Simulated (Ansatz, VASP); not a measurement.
# Li3BH6 in VASP and in Ansatz

```
Li B H
1.0
    -2.65151    2.79629    2.78715
     2.65151   -2.79629    2.78715
     2.65151    2.79629   -2.78715
Li B H
3 1 6
Direct
  0.00000 0.00000 0.00000
  0.72431 0.50000 0.22431
  0.27569 0.50000 0.77569
  0.50000 0.00000 0.50000
  0.89732 0.19048 0.70684
  0.51636 0.80952 0.70684
  0.10268 0.80952 0.29316
  0.48364 0.19048 0.29316
  0.50000 0.75958 0.25958
  0.50000 0.24042 0.74042
```

Alike in both runs: functional PBE; k mesh 4 × 4 × 4; occupations gaussian, width 0.1 eV; no spin polarisation.

Ansatz relaxed the structure, and its values are those at the end. VASP's run is a single point on that final structure, the one shown.

|  | VASP | Ansatz |
| --- | --- | --- |
| version | VASP 6.6.1 | Ansatz 0.2.0 |
| potentials or method | VASP PAW PBE potentials, release 64 (Li_sv, B, H), cutoff 520 eV | scalar-relativistic, plane waves, PAW |
| valence electrons in the cell | 18 | 18 |

```csv
,VASP,Ansatz,Ansatz less VASP
gap on the k mesh at the Fermi level (eV),0.87,0.86,-0.007
least direct gap on the mesh (eV),1.18,1.17,-0.008
rms of the force components (eV/Å),0.006,0.005,-0.0017
```

The functional is the same, so the differences come from potentials, cutoffs and numerics.

Noted on VASP's run: the cutoff is short for stress, so the pressure is rough.
